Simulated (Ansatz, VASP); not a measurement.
**SnS3: VASP beside Ansatz**

```
Sn S
1.0
     4.39649    0.00000    0.00000
     0.00000    4.39649    0.00000
     0.00000    0.00000    4.39649
Sn S
1 3
Direct
  0.00000 0.00000 0.00000
  0.50000 0.50000 0.00000
  0.00000 0.50000 0.50000
  0.50000 0.00000 0.50000
```

Change from the starting cell: species swapped into the InPt3 type (Pm-3m, No. 221).

Alike in both runs: task relaxation of cell and atoms; functional PBE; k mesh 10 × 10 × 10; occupations gaussian, width 0.1 eV; no spin polarisation.

|  | VASP | Ansatz |
| --- | --- | --- |
| version | VASP 6.6.1 | Ansatz 0.2.0 |
| potentials or method | VASP PAW PBE potentials, release 64 (Sn_d, S), cutoff 600 eV | scalar-relativistic, plane waves, PAW |
| valence electrons in the cell | 32 | 32 |

|  | VASP | Ansatz | Ansatz less VASP |
| --- | --- | --- | --- |
| gap on the k mesh at the Fermi level, each at its own relaxed structure (eV) | none | none | - |
| relaxed volume (Å³/atom) | 19.61 | 19.61 | +0.001 |
| relaxed cell length with the largest relative difference (Å) | 4.281 | 4.281 | +0.0001 |

A gap of «none» marks a metal or a gap that the smearing closes.
